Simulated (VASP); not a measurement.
# Ta4N (Pm-3m) in VASP: notebook

The runs below take Ta4N through single point, relaxation of cell and atoms, with PBE.

Program: VASP 6.6.1. These are calculated values, not measurements. Logs are shortened: lines on timing, memory, paths and dates and some standing lists are left out, and cuts for length are marked.

## 1. The cell of the first run

It takes space group Pm-3m (No. 221, cubic). The conventional cell has a = 4.871 Å, b = 4.871 Å, c = 4.871 Å, α = 90.00°, β = 90.00°, γ = 90.00°. Within 3.2 Å of Ta (site symmetry m-3m) lie 6 Ta at 2.44 Å. Ta (site symmetry 4/mmm) has 2 Ta at 2.44 Å within 3.2 Å. N (site symmetry m-3m) has 20 Ta at 3.44 to 4.22 Å within 4.5 Å.

## 2. Single point, PBE

INCAR

```
ALGO = Normal ; EDIFF = 1E-6
ENCUT = 520 ; GGA = PE
ISIF = 2 ; ISMEAR = 0
LASPH = T ; LCHARG = F
LREAL = F ; LWAVE = F
NBANDS = 32 ; NELM = 80
PREC = Accurate ; SIGMA = 0.1
```

KPOINTS

```
k-points
0
Gamma
  8 8 8
```

POSCAR

```
Ta4N
1.0
    4.8713115765      0.0000000000      0.0000000000
    0.0000000000      4.8713115765      0.0000000000
    0.0000000000      0.0000000000      4.8713115765
Ta N
4 1
Direct
    0.5000000000      0.5000000000      0.5000000000
    0.0000000000      0.5000000000      0.5000000000
    0.5000000000      0.0000000000      0.5000000000
    0.5000000000      0.5000000000      0.0000000000
    0.0000000000      0.0000000000      0.0000000000
```

Potentials or basis: VASP PAW PBE potentials, release 64 (Ta_pv, N).

On the command line:

```
$ cat potpaw_PBE.64/Ta_pv/POTCAR potpaw_PBE.64/N/POTCAR > POTCAR
$ mpirun -np 1 vasp_std > vasp.out
```

OUTCAR:

```text
EDIFF = 1E-6
   ENCUT = 520
   GGA = PE
   ISIF = 2
   ISMEAR = 0
   LASPH = T
   LREAL = F
   NELM = 80
   PREC = Accurate

 ion  position               nearest neighbor table
   1  0.500  0.500  0.500-   2 2.44   3 2.44   4 2.44   4 2.44   3 2.44   2 2.44
   2  0.000  0.500  0.500-   1 2.44   1 2.44   4 3.44   4 3.44   3 3.44   3 3.44   3 3.44   4 3.44
                             4 3.44   3 3.44
   3  0.500  0.000  0.500-   1 2.44   1 2.44   4 3.44   4 3.44   2 3.44   2 3.44   4 3.44   4 3.44
                             2 3.44   2 3.44
   4  0.500  0.500  0.000-   1 2.44   1 2.44   3 3.44   2 3.44   2 3.44   3 3.44   3 3.44   3 3.44
                             2 3.44   2 3.44
   5  0.000  0.000  0.000-

  LATTYP: Found a simple cubic cell.
 ALAT       =     4.8713115765

  Lattice vectors:

 A1 = (   4.8713115765,   0.0000000000,   0.0000000000)
 A2 = (   0.0000000000,   4.8713115765,   0.0000000000)
 A3 = (   0.0000000000,   0.0000000000,   4.8713115765)

Analysis of symmetry for initial positions (statically):
=====================================================================
 Subroutine PRICEL returns:
 Original cell was already a primitive cell.

 Routine SETGRP: Setting up the symmetry group for a
 simple cubic supercell.

 Subroutine GETGRP returns: Found 48 space group operations
 (whereof 48 operations were pure point group operations)
 out of a pool of 48 trial point group operations.

The static configuration has the point symmetry O_h .

Analysis of symmetry for dynamics (positions and initial velocities):
=====================================================================
 Subroutine PRICEL returns:
 Original cell was already a primitive cell.

 Routine SETGRP: Setting up the symmetry group for a
 simple cubic supercell.

 Subroutine GETGRP returns: Found 48 space group operations
 (whereof 48 operations were pure point group operations)
 out of a pool of 48 trial point group operations.

The dynamic configuration has the point symmetry O_h .

 Subroutine INISYM returns: Found 48 space group operations
 (whereof 48 operations are pure point group operations),
 and found     1 'primitive' translations

----------------------------------------------------------------------------------------

                                     Primitive cell

  volume of cell :     115.5946

[... 88 lines left out ...]
   ISPIN  =      1    spin polarized calculation?
   LNONCOLLINEAR =      F non collinear calculations
   LSORBIT =      F    spin-orbit coupling
   LASPH  =      T    aspherical Exc in radial PAW
   ENCUT  =  520.0 eV  38.22 Ry    6.18 a.u.   9.06  9.06  9.06*2*pi/ulx,y,z
   NELM   =     80;   NELMIN=  2; NELMDL= -5     # of ELM steps
   EDIFF  = 0.1E-05   stopping-criterion for ELM
   LREAL  =      F    real-space projection
   EDIFFG = 0.1E-04   stopping-criterion for IOM
   NSW    =      0    number of steps for IOM
   IBRION =     -1    ionic relax: 0-MD 1-quasi-New 2-CG
   NFREE  =      0    steps in history (QN), initial steepest desc. (CG)
   ISIF   =      2    stress and relaxation
   ISYM   =      2    0-nonsym 1-usesym 2-fastsym
   POTIM  = 0.5000    time-step for ionic-motion
   TEBEG  =    0.0;   TEEND  =   0.0 temperature during run
   PSTRESS=    0.0 pullay stress
   NELECT =      49.0000    total number of electrons
   NUPDOWN=      -1.0000    fix difference up-down
   EMIN   =  10.00;   EMAX   =-10.00  energy-range for DOS
   EFERMI =   0.00;   METHOD = LEGACY
   ISMEAR =     0;   SIGMA  =   0.10  broadening in eV -4-tet -1-fermi 0-gaus
   EFERMI_NEDOS =   21; number of points for ismear=-14 and -15
   IALGO  =     38    algorithm
   IMIX   =      4    mixing-type and parameters
     AMIX     =   0.40;   BMIX     =  1.00
     AMIX_MAG =   1.60;   BMIX_MAG =  1.00
  volume/ion in A,a.u.               =      23.12       156.01
  Fermi-wavevector in a.u.,A,eV,Ry     =   1.229781  2.323948 20.576909  1.512360
  Thomas-Fermi vector in A             =   2.364655
   LORBIT       =      0    0 simple, 1 ext, 2 COOP (PROOUT), +10 PAW based schemes
   GGA     = PE    functional components
   LHFCALC =     F    Hartree Fock is set to
   AEXX    =    0.0000 exact exchange contribution
   IVDW    =     0    specifies the selected vdW correction
   LEPSILON=     F    determine dielectric tensor
   LRPA    =     F    only Hartree local field effects (RPA)
 non-spin polarized calculation
 Gauss-broadening in eV      SIGMA  =   0.10
  energy-cutoff  :      520.00
  volume of cell :      115.59
 maximum number of plane-waves:      3136
   NGX = 19   NGY = 19   NGZ = 19

 number of electron      49.0000010 magnetization

 Free energy of the ion-electron system (eV)
  ---------------------------------------------------
  ext. energy  EPLUGINS =         0.00000000
  ---------------------------------------------------
  free energy    TOTEN  =       -41.62758026 eV

  energy without entropy =      -41.59246721  energy(sigma->0) =      -41.61002374

 E-fermi :   2.5312     XC(G=0): -10.4276

 val. band max:        2.5294054344   @ k =   0.5000   0.3750   0.3750
 cond. band min:       2.5395228667   @ k =   0.3750   0.1250   0.1250
 fundamental gap:      0.0101174323
 Fermi energy:         2.5311762650

 k-point     1 :       0.0000    0.0000    0.0000
  band No.  band energies     occupation
      1     -33.1077      2.00000
      2     -33.1077      2.00000
      3     -33.1077      2.00000
      4     -32.3404      2.00000
      5     -32.3404      2.00000
      6     -32.3404      2.00000
[... 829 lines left out ...]
     31       4.4122      0.00000
     32       4.4473      0.00000

 [... further k-points ...]
[... 5 lines left out ...]
  --------------------------------------------------------------------------------------
  -------------------------------------------------------------------------------------
  Total        0.1859630      0.1859630      0.1859630      0.0000000      0.0000000     -0.0000000
  in kB        2.5775036      2.5775036      2.5775036      0.0000000      0.0000000     -0.0000000
  external PRESSURE =       2.5775036 kB  Pullay stress =       0.0000000 kB

 VOLUME and BASIS-vectors are now :
 -----------------------------------------------------------------------------
  energy-cutoff  :      520.00
  volume of cell :      115.59
      direct lattice vectors                 reciprocal lattice vectors
     4.871311577  0.000000000  0.000000000     0.205283523  0.000000000  0.000000000
     0.000000000  4.871311577  0.000000000     0.000000000  0.205283523  0.000000000
     0.000000000  0.000000000  4.871311577     0.000000000  0.000000000  0.205283523

 POSITION                                       TOTAL-FORCE (eV/Angst)
 -----------------------------------------------------------------------------------
      2.43566      2.43566      2.43566         0.000000      0.000000      0.000000
      0.00000      2.43566      2.43566         0.000000      0.000000      0.000000
      2.43566      0.00000      2.43566         0.000000      0.000000      0.000000
      2.43566      2.43566      0.00000         0.000000      0.000000      0.000000
      0.00000      0.00000      0.00000         0.000000      0.000000      0.000000
 -----------------------------------------------------------------------------------
    total drift:                                0.000000      0.000000      0.000000

  FREE ENERGIE OF THE ION-ELECTRON SYSTEM (eV)
  ---------------------------------------------------
  free  energy   TOTEN  =       -41.6275802611 eV

  energy  without entropy=      -41.5924672136  energy(sigma->0) =      -41.61002374
```

stdout:

```text
POSCAR found type information on POSCAR TaN
 POSCAR found :  2 types and       5 ions
 scaLAPACK will be used
 LDA part: xc-table for (Slater+PW92), standard interpolation
 POSCAR, INCAR and KPOINTS ok, starting setup
 FFT: planning ... GRIDC
 FFT: planning ... GRID_SOFT
 FFT: planning ... GRID
 WAVECAR not read
 entering main loop
```

Wall time 98 s (1 thread of Intel Xeon Platinum 8259CL at 2.50GHz (Skylake/Cascade Lake), shared host); peak memory 0.26 GiB.

Results:

```yaml
Free_energy: -41.6276 eV
Pressure: 0.3 GPa
```

Levels at points of the mesh, in eV from the Fermi level:
```csv
k point,band 21,band 22,band 23,band 24,band 25,band 26,band 27,band 28
"(0.00, 0.00, 0.00)",-1.12,-1.12,-1.12,-1.12,-1.12,1.45,1.45,1.45
"(0.50, 0.00, 0.00)",-0.80,-0.80,-0.31,-0.22,-0.22,-0.07,0.95,1.04
"(0.50, 0.50, 0.00)",-0.88,-0.69,-0.69,-0.68,0.64,0.84,0.84,1.24
"(0.50, 0.50, 0.50)",-0.41,-0.07,-0.07,-0.07,0.48,0.48,0.48,1.47
```

Caveat: spin-orbit coupling is left out, which moves the levels of the heavy elements.

## 3. Relaxation of cell and atoms, PBE

This run uses another cell than the first one, of 22.92 Å³/atom, 0.992 times its volume.

INCAR

```
PREC = Accurate ; ENCUT = 600
EDIFF = 1E-6 ; ISMEAR = 0
SIGMA = 0.1 ; LREAL = False
LASPH = True ; NELM = 60
ALGO = Normal ; ISIF = 3
LWAVE = False ; LCHARG = False
GGA = PE ; IBRION = 2
NSW = 100 ; EDIFFG = -0.01
```

KPOINTS

```
Automatic mesh
0
Gamma
  8 8 8
```

POSCAR: that of step 2 with these lines changed.

```diff
@@ -2,5 +2,5 @@
 1.0
-    4.8713115765      0.0000000000      0.0000000000
-    0.0000000000      4.8713115765      0.0000000000
-    0.0000000000      0.0000000000      4.8713115765
+    4.8575748415      0.0000000000      0.0000000000
+    0.0000000000      4.8575748415      0.0000000000
+    0.0000000000      0.0000000000      4.8575748415
 Ta N
```

Potentials or basis: VASP PAW PBE potentials, release 64 (Ta_pv, N).

On the command line:

```
$ cat potpaw_PBE.64/Ta_pv/POTCAR potpaw_PBE.64/N/POTCAR > POTCAR
$ mpirun -np 1 vasp_std > vasp.out
```

Wall time 5.2 min (1 thread of Intel Xeon Platinum 8259CL at 2.50GHz (Skylake/Cascade Lake), shared host); peak memory 0.32 GiB.

Results (log left out):

```
Free energy                            : -41.6290 eV
Relaxed volume                         : 23.17 Å³/atom
Relaxed cell                           : a = 4.875 Å, b = 4.875 Å, c = 4.875 Å, α = 90.00°, β = 90.00°, γ = 90.00°
Space group after relaxing (to 0.05 Å) : Pm-3m (No. 221)
Energy gained by relaxing              : 0.9 meV/atom
Ionic steps                            : 3
Pressure after relaxing                : 0.0 GPa
```

Step by step:
```
step  energy change (eV)  largest force (eV/Å)  pressure (GPa)  volume (Å³)
   1              0.0000                0.0000            1.13       114.62
   2              0.0014                0.0000           -1.25       117.33
   3             -0.0044                0.0000            0.00       115.87
```

Final structure:
```
Ta N
1.0
     4.87524    0.00000    0.00000
     0.00000    4.87524    0.00000
     0.00000    0.00000    4.87524
Ta N
4 1
Direct
  0.50000 0.50000 0.50000
  0.00000 0.50000 0.50000
  0.50000 0.00000 0.50000
  0.50000 0.50000 0.00000
  0.00000 0.00000 0.00000
```

Levels at points of the mesh, in eV from the Fermi level:
```
           k point  band 22  band 23  band 24  band 25  band 26  band 27
(0.00, 0.00, 0.00)    -1.12    -1.12    -1.11    -1.11     1.45     1.45
(0.50, 0.00, 0.00)    -0.80    -0.31    -0.22    -0.22    -0.07     0.94
(0.50, 0.50, 0.00)    -0.69    -0.69    -0.68     0.63     0.84     0.84
(0.50, 0.50, 0.50)    -0.07    -0.07    -0.07     0.48     0.48     0.48
```

Caveat: spin-orbit coupling is left out, which moves the levels of the heavy elements.
